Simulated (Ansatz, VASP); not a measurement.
One calculation of InAs, two programs

```
In As
1.0
     3.53654    0.00000    0.00000
     0.00000    3.53654    0.00000
     0.00000    0.00000    3.53654
In As
1 1
Direct
  0.00000 0.00000 0.00000
  0.50000 0.50000 0.50000
```

Alike in both runs: task single point; functional PBE; k mesh 4 × 4 × 4; occupations fermi-dirac, width 0.02 eV; non-collinear spin, spin-orbit coupling.

|  | VASP | Ansatz |
| --- | --- | --- |
| version | VASP 6.6.1 | Ansatz 0.2.0 |
| potentials or method | VASP PAW PBE potentials, release 64 (In_d, As) | plane waves, PAW |
| plane-wave cutoff (eV) | 500 | 420 |
| valence electrons in the cell | 18 | 28 |

|  | VASP | Ansatz | Ansatz less VASP |
| --- | --- | --- | --- |
| net moment per atom (μB) | 0.00 | 0.00 | 0.000 |

The functional is the same, so the differences come from potentials, cutoffs and numerics. VASP's potentials hold 18 valence electrons a cell and Ansatz's 28, so a difference there can come from the potentials and not from the codes. Ansatz's warnings: optics on partly filled bands.

The k mesh is coarse, so the values compare programs but aren't converged.
